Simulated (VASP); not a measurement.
# Ta3H in VASP: notebook

Runs on Ta3H. Level: PBE. Tasks: single point.

All numbers are computed with VASP 6.6.1; they aren't measurements. Logs are shortened: lines on timing, memory, paths and dates and some standing lists are left out, and cuts for length are marked.

## (1) The cell of the first run

The cell holds a slab with vacuum, 4 atoms: a = 2.874 Å, b = 2.874 Å, c = 21.527 Å, α = 90.00°, β = 90.00°, γ = 109.47°.

## (2) Single point, PBE, collinear spin, ferromagnetic start

File INCAR:

```
SYSTEM = Ta3H
PREC = Accurate
ENCUT = 520
EDIFF = 1E-7
ISMEAR = 0
SIGMA = 0.1
LREAL = .FALSE.
LASPH = .TRUE.
NELM = 150
ALGO = Normal
ISIF = 2
LWAVE = .FALSE.
LCHARG = .FALSE.
ISPIN = 2
MAGMOM = 0 0 0 1
LORBIT = 11
LMAXMIX = 4
LDIPOL = .TRUE.
IDIPOL = 3
DIPOL = 0.5 0.5 0.361
GGA = PE
NBANDS = 29
```

File KPOINTS:

```
regular mesh
0
G
  10 10 1
  0 0 0
```

File POSCAR:

```
Ta3H
1.0
    2.8743098520      0.0000000000      0.0000000000
   -0.9581032840      2.7099253168      0.0000000000
    0.0000000000      0.0000000000     21.5266897253
Ta H
3 1
Direct
    0.5000000000      0.5000000000      0.1858158431
    0.0000000000      0.0000000000      0.2909732295
    0.5000000000      0.5000000000      0.3960985100
    0.8333333333      0.8333333333      0.5712299421
```

Potentials or basis: VASP PAW PBE potentials, release 64 (Ta_pv, H).

The run is started by

```bash
> cat potpaw_PBE.64/Ta_pv/POTCAR potpaw_PBE.64/H/POTCAR > POTCAR
> mpirun -np 1 vasp_std > vasp.out
```

OUTCAR:

```text
SYSTEM = Ta3H
   PREC = Accurate
   ENCUT = 520
   EDIFF = 1E-7
   ISMEAR = 0
   LREAL = .FALSE.
   LASPH = .TRUE.
   NELM = 150
   ISIF = 2
   ISPIN = 2
   LORBIT = 11
   GGA = PE

 ion  position               nearest neighbor table
   1  0.500  0.500  0.186-   2 2.81   2 2.81   2 3.26   2 3.26
   2  0.000  0.000  0.291-   3 2.81   3 2.81   1 2.81   1 2.81   3 3.26   3 3.26   1 3.26   1 3.26

   3  0.500  0.500  0.396-   2 2.81   2 2.81   2 3.26   2 3.26
   4  0.833  0.833  0.571-

  LATTYP: Found a base centered orthorhombic cell.
 ALAT       =     3.3189671336
 B/A-ratio  =     1.4142135624
 C/A-ratio  =     6.4859604988

  Lattice vectors:

 A1 = (   2.8743098520,   0.0000000000,   0.0000000000)
 A2 = (  -0.9581032840,   2.7099253168,   0.0000000000)
 A3 = (   0.0000000000,   0.0000000000,  21.5266897253)

Analysis of symmetry for initial positions (statically):
=====================================================================
 Subroutine PRICEL returns:
 Original cell was already a primitive cell.

 Routine SETGRP: Setting up the symmetry group for a
 base centered orthorhombic supercell.

 Subroutine GETGRP returns: Found  2 space group operations
 (whereof  2 operations were pure point group operations)
 out of a pool of  8 trial point group operations.

The static configuration has the point symmetry C_1h.

Analysis of symmetry for dynamics (positions and initial velocities):
=====================================================================
 Subroutine PRICEL returns:
 Original cell was already a primitive cell.

 Routine SETGRP: Setting up the symmetry group for a
 base centered orthorhombic supercell.

 Subroutine GETGRP returns: Found  2 space group operations
 (whereof  2 operations were pure point group operations)
 out of a pool of  8 trial point group operations.

The dynamic configuration has the point symmetry C_1h.

Analysis of structural, dynamic, and magnetic symmetry:
=====================================================================
 Subroutine PRICEL returns:
 Original cell was already a primitive cell.

 Routine SETGRP: Setting up the symmetry group for a
 base centered orthorhombic supercell.

 Subroutine GETGRP returns: Found  2 space group operations
 (whereof  2 operations were pure point group operations)
 out of a pool of  8 trial point group operations.

The overall configuration has the point symmetry C_1h.

 Subroutine INISYM returns: Found  2 space group operations
 (whereof  2 operations are pure point group operations),
 and found     1 'primitive' translations

----------------------------------------------------------------------------------------

                                     Primitive cell

  volume of cell :     167.6749

  direct lattice vectors                    reciprocal lattice vectors
     2.874309852  0.000000000  0.000000000     0.347909603  0.123004620  0.000000000
    -0.958103284  2.709925317  0.000000000     0.000000000  0.369013859  0.000000000
     0.000000000  0.000000000 21.526689725     0.000000000  0.000000000  0.046453961

  length of vectors
     2.874309852  2.874309852 21.526689725     0.369013859  0.369013859  0.046453961

  position of ions in fractional coordinates (direct lattice)
     0.500000000  0.500000000  0.185815843
     0.000000000  0.000000000  0.290973229
     0.500000000  0.500000000  0.396098510
     0.833333333  0.833333333  0.571229942

  ion indices of the primitive-cell ions
   primitive index   ion index
                 1           1
                 2           2
                 3           3
                 4           4

----------------------------------------------------------------------------------------

 KPOINTS: regular mesh

Automatic generation of k-mesh.
 Grid dimensions read from file:
 generate k-points for:   10   10    1

 Generating k-lattice:

  Cartesian coordinates                     Fractional coordinates (reciprocal lattice)
     0.034790960  0.012300462  0.000000000     0.100000000  0.000000000  0.000000000
     0.000000000  0.036901386  0.000000000     0.000000000  0.100000000  0.000000000
     0.000000000  0.000000000  0.046453961     0.000000000  0.000000000  1.000000000

[... 38 lines left out ...]
   k-points           NKPTS =     31   k-points in BZ     NKDIM =     31   number of bands    NBANDS=     29
   number of dos      NEDOS =    301   number of ions     NIONS =      4
   total plane-waves  NPLWV =  92160
   dimension x,y,z NGX =    24 NGY =   24 NGZ =  160
   dimension x,y,z NGXF=    48 NGYF=   48 NGZF=  320
   ions per type =               3   1
   NGX,Y,Z   is equivalent  to a cutoff of  13.88, 13.88, 12.36 a.u.
   NGXF,Y,Z  is equivalent  to a cutoff of  27.76, 27.76, 24.71 a.u.
 SYSTEM =  Ta3H
   PREC   = accura    normal or accurate (medium, high low for compatibility)
   ISTART =      0    job   : 0-new  1-cont  2-samecut
   ICHARG =      2    charge: 1-file 2-atom 10-const
   ISPIN  =      2    spin polarized calculation?
   LNONCOLLINEAR =      F non collinear calculations
   LSORBIT =      F    spin-orbit coupling
   LASPH  =      T    aspherical Exc in radial PAW
   ENCUT  =  520.0 eV  38.22 Ry    6.18 a.u.   5.34  5.34 40.03*2*pi/ulx,y,z
   NELM   =    150;   NELMIN=  2; NELMDL= -5     # of ELM steps
   EDIFF  = 0.1E-06   stopping-criterion for ELM
   LREAL  =      F    real-space projection
   EDIFFG = 0.1E-05   stopping-criterion for IOM
   NSW    =      0    number of steps for IOM
   IBRION =     -1    ionic relax: 0-MD 1-quasi-New 2-CG
   NFREE  =      0    steps in history (QN), initial steepest desc. (CG)
   ISIF   =      2    stress and relaxation
   ISYM   =      2    0-nonsym 1-usesym 2-fastsym
   POTIM  = 0.5000    time-step for ionic-motion
   TEBEG  =    0.0;   TEEND  =   0.0 temperature during run
   PSTRESS=    0.0 pullay stress
   NELECT =      34.0000    total number of electrons
   NUPDOWN=      -1.0000    fix difference up-down
   EMIN   =  10.00;   EMAX   =-10.00  energy-range for DOS
   EFERMI =   0.00;   METHOD = LEGACY
   ISMEAR =     0;   SIGMA  =   0.10  broadening in eV -4-tet -1-fermi 0-gaus
   EFERMI_NEDOS =   21; number of points for ismear=-14 and -15
   IALGO  =     38    algorithm
   IMIX   =      4    mixing-type and parameters
     AMIX     =   0.40;   BMIX     =  1.00
     AMIX_MAG =   1.60;   BMIX_MAG =  1.00
  volume/ion in A,a.u.               =      41.92       282.88
  Fermi-wavevector in a.u.,A,eV,Ry     =   0.961786  1.817512 12.585827  0.925032
  Thomas-Fermi vector in A             =   2.091188
   LORBIT       =     11    0 simple, 1 ext, 2 COOP (PROOUT), +10 PAW based schemes
   GGA     = PE    functional components
   LHFCALC =     F    Hartree Fock is set to
   AEXX    =    0.0000 exact exchange contribution
   IVDW    =     0    specifies the selected vdW correction
   LEPSILON=     F    determine dielectric tensor
   LRPA    =     F    only Hartree local field effects (RPA)
 spin polarized calculation
 Gauss-broadening in eV      SIGMA  =   0.10
  energy-cutoff  :      520.00
  volume of cell :      167.67
 maximum number of plane-waves:      4567
 NGX is ok and might be reduce to    24
   NGX = 11   NGY = 11   NGZ = 81

 dipolmoment           0.000000      0.000000     -0.006345 electrons x Angstroem

 number of electron      33.9999997 magnetization       0.9449252

 dipolmoment           0.000000      0.000000      0.020324 electrons x Angstroem

 Free energy of the ion-electron system (eV)
  ---------------------------------------------------
  ext. energy  EPLUGINS =         0.00000000
  ---------------------------------------------------
  free energy    TOTEN  =       -34.25968067 eV

  energy without entropy =      -34.24166081  energy(sigma->0) =      -34.25067074

 E-fermi :  -1.2755     XC(G=0):  -5.4863

 val. band max:       -1.2849780990   @ k =  -0.2000   0.1000   0.0000
 cond. band min:      -1.2274839297   @ k =   0.5000   0.1000   0.0000
 fundamental gap:      0.0574941693
 Fermi energy:        -1.2754914415

 spin component 1

 k-point     1 :       0.0000    0.0000    0.0000
  band No.  band energies     occupation
      1     -35.8031      1.00000
      2     -35.5051      1.00000
      3     -35.0647      1.00000
      4     -34.9899      1.00000
      5     -34.8196      1.00000
      6     -34.7977      1.00000
[... 757 lines left out ...]
     28       6.6273      0.00000
     29       7.3230      0.00000

 [... further k-points ...]

 spin component 2

 k-point     1 :       0.0000    0.0000    0.0000
  band No.  band energies     occupation
      1     -35.8000      1.00000
      2     -35.5056      1.00000
      3     -35.0596      1.00000
      4     -34.9881      1.00000
      5     -34.8144      1.00000
      6     -34.7976      1.00000
[... 757 lines left out ...]
     28       7.1240      0.00000
     29       7.6752      0.00000

 [... further k-points ...]

------------------------ aborting loop because EDIFF is reached ----------------------------------------

 vacuum level on the upper side and lower side of the slab       (xc-potential included)         0.234        -0.201

  FORCE on cell =-STRESS in cart. coord.  units (eV):
  Direction    XX          YY          ZZ          XY          YZ          ZX
  --------------------------------------------------------------------------------------
  -------------------------------------------------------------------------------------
  Total       -3.0976444     -3.0295531     -0.1471042      0.0962956     -0.0133842     -0.0094640
  in kB      -29.5987916    -28.9481622     -1.4056187      0.9201290     -0.1278899     -0.0904314
  external PRESSURE =     -19.9841908 kB  Pullay stress =       0.0000000 kB

 VOLUME and BASIS-vectors are now :
 -----------------------------------------------------------------------------
  energy-cutoff  :      520.00
  volume of cell :      167.67
      direct lattice vectors                 reciprocal lattice vectors
     2.874309852  0.000000000  0.000000000     0.347909603  0.123004620  0.000000000
    -0.958103284  2.709925317  0.000000000     0.000000000  0.369013859  0.000000000
     0.000000000  0.000000000 21.526689725     0.000000000  0.000000000  0.046453961

 POSITION                                       TOTAL-FORCE (eV/Angst)
 -----------------------------------------------------------------------------------
      0.95810      1.35496      4.00000         0.000021      0.000030     -0.057419
      0.00000      0.00000      6.26369        -0.000695     -0.000983     -0.016669
      0.95810      1.35496      8.52669         0.003550      0.005020      0.184450
      1.59684      2.25827     12.29669        -0.002876     -0.004067     -0.110362
 -----------------------------------------------------------------------------------
    total drift:                               -0.000028     -0.000039     -0.000010

  FREE ENERGIE OF THE ION-ELECTRON SYSTEM (eV)
  ---------------------------------------------------
  free  energy   TOTEN  =       -34.2596806736 eV

  energy  without entropy=      -34.2416608088  energy(sigma->0) =      -34.25067074

 vacuum level on the upper side and lower side of the slab         3.984         3.541

 total charge

# of ion       s       p       d       tot
------------------------------------------
    1        0.376   6.094   2.373   8.844
    2        0.375   6.187   2.383   8.945
    3        0.376   6.093   2.373   8.843
    4        0.383   0.000   0.000   0.383
--------------------------------------------------
tot          1.511  18.375   7.129  27.015

 magnetization (x)

# of ion       s       p       d       tot
------------------------------------------
    1        0.000   0.001  -0.004  -0.003
    2        0.000   0.000   0.012   0.013
    3        0.001  -0.003   0.011   0.009
    4        0.373   0.000   0.000   0.373
--------------------------------------------------
tot          0.375  -0.002   0.019   0.392
```

Wall time 7.4 min (1 thread of Intel Xeon Platinum 8488C (Sapphire Rapids), shared host); peak memory 0.5 GiB.

Results:

| Property | Result |
| --- | --- |
| Free energy | -34.2597 eV |
| Largest force | 0.185 eV/Å |
| Net moment | 0.94 μB per cell |
| Site moments | Ta -0.00, +0.01; H +0.37 μB |
| Valence electrons inside the program's atomic spheres | Ta 8.84, 8.95; H 0.38 |

Forces on the atoms (eV/Å):
```
Ta   0.000  0.000 -0.057
Ta  -0.001 -0.001 -0.017
Ta   0.004  0.005  0.184
H   -0.003 -0.004 -0.110
```

Levels at points of the mesh, in eV from the Fermi level:
Spin up:
```csv
k point,band 15,band 16,band 17,band 18,band 19,band 20
"(0.00, 0.00, 0.00)",-0.78,-0.38,-0.04,0.26,0.56,0.98
"(0.50, 0.00, 0.00)",-1.48,-1.38,-0.29,0.53,1.59,2.60
"(0.50, 0.50, 0.00)",-1.20,-1.17,1.17,1.21,1.82,2.52
```
Spin down:
| k point | band 12 | band 13 | band 14 | band 15 | band 16 | band 17 | band 18 | band 19 | band 20 | band 21 |
| --- | --- | --- | --- | --- | --- | --- | --- | --- | --- | --- |
| (0.00, 0.00, 0.00) | -4.60 | -1.57 | -0.77 | -0.74 | -0.37 | 0.27 | 0.57 | 0.88 | 1.00 | 1.79 |
| (0.50, 0.00, 0.00) | -3.06 | -1.51 | -1.47 | -1.42 | -0.29 | 0.48 | 1.54 | 2.54 | 3.38 | 3.52 |
| (0.50, 0.50, 0.00) | -3.44 | -2.97 | -1.70 | -1.16 | 1.17 | 1.19 | 1.78 | 2.50 | 2.91 | 3.91 |

Caveat: spin-orbit coupling is left out, which moves the levels of the heavy elements.

## (3) Single point, PBE, collinear spin, ferromagnetic start

File INCAR:

```
  ALGO = Normal
  DIPOL = 0.5 0.5 0.347
  EDIFF = 1E-7
  ENCUT = 520
  GGA = PE
  IDIPOL = 3
  ISIF = 2
  ISMEAR = 0
  ISPIN = 2
  LASPH = True
  LCHARG = False
  LDIPOL = True
  LMAXMIX = 4
  LORBIT = 11
  LREAL = False
  LWAVE = False
  MAGMOM = 0 0 0 1
  NBANDS = 29
  NELM = 150
  PREC = Accurate
  SIGMA = 0.1
```

File KPOINTS:

```
k-points
0
Gamma
  10 10 1
```

Changes to POSCAR since step 2:

```diff
@@ -11,2 +11,2 @@
     0.5000000000      0.5000000000      0.3960985100
-    0.8333333333      0.8333333333      0.5712299421
+    0.6666666667      0.6666666667      0.5154851892
```

Potentials or basis: VASP PAW PBE potentials, release 64 (Ta_pv, H).

The run is started by

```bash
> cat potpaw_PBE.64/Ta_pv/POTCAR potpaw_PBE.64/H/POTCAR > POTCAR
> mpirun -np 1 vasp_std > vasp.out
```

Run time: 7.5 min. Hardware: 1 thread of AMD EPYC 9R45 (Zen 5), shared host; peak memory 0.47 GiB.

Results (log left out):

```yaml
Free_energy: -35.0116 eV
Largest_force: 1.885 eV/Å
Net_moment: 0.10 μB per cell
Site_moments: Ta -0.03, -0.00, -0.10; H +0.15 μB
Valence_electrons_inside_the_program's_atomic_spheres: Ta 8.85, 8.95, 8.81; H 0.38
```

Forces on the atoms (eV/Å):
```
Ta  -0.002 -0.003  0.030
Ta  -0.010 -0.014 -0.317
Ta  -0.035 -0.049  1.885
H    0.047  0.066 -1.597
```

Levels at points of the mesh, in eV from the Fermi level:
Spin up:
```csv
k point,band 14,band 15,band 16,band 17,band 18,band 19,band 20,band 21
"(0.00, 0.00, 0.00)",-1.57,-0.80,-0.34,0.29,0.58,0.79,0.99,2.67
"(0.50, 0.00, 0.00)",-1.48,-1.43,-1.00,-0.10,0.70,1.66,2.89,3.37
"(0.50, 0.50, 0.00)",-1.67,-1.17,-0.38,1.19,1.27,2.14,2.56,3.00
```
Spin down:
```tsv
k point	band 14	band 15	band 16	band 17	band 18	band 19	band 20	band 21
(0.00, 0.00, 0.00)	-1.62	-0.87	-0.37	0.24	0.55	0.84	0.96	2.80
(0.50, 0.00, 0.00)	-1.52	-1.46	-0.51	0.13	0.80	1.57	2.93	3.29
(0.50, 0.50, 0.00)	-1.73	-1.19	0.67	1.14	1.15	2.34	2.45	3.00
```

Caveat: spin-orbit coupling is left out, which moves the levels of the heavy elements.
